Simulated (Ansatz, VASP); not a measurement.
## Si in VASP and in Ansatz

```
CELL_PARAMETERS angstrom
0.00000 2.73000 2.73000
2.73000 0.00000 2.73000
2.73000 2.73000 0.00000
ATOMIC_POSITIONS crystal
Si 0.00000 0.00000 0.00000
Si 0.25000 0.25000 0.25000
```

Alike in both runs: task relaxation of cell and atoms; functional PBE; k mesh 18 × 18 × 18; occupations gaussian, width 0.02 eV; no spin polarisation.

|  | VASP | Ansatz |
| --- | --- | --- |
| version | VASP 6.6.1 | Ansatz 0.2.0 |
| potentials or method | VASP PAW PBE potentials, release 64 (Si) | scalar-relativistic, plane waves, PAW |
| plane-wave cutoff (eV) | 600 | 420 |
| valence electrons in the cell | 8 | 8 |

Ansatz gave:

```
gap on the k mesh at the Fermi level, each at its own relaxed structure (eV) : 0.62
relaxed volume (Å³/atom)                                                     : 20.46
relaxed cell length with the largest relative difference (Å)                 : 3.868
```

Task: What did VASP give for the same quantities?

Result: gap on the k mesh at the Fermi level, each at its own relaxed structure (eV): 0.62; relaxed volume (Å³/atom): 20.44; relaxed cell length with the largest relative difference (Å): 3.867.
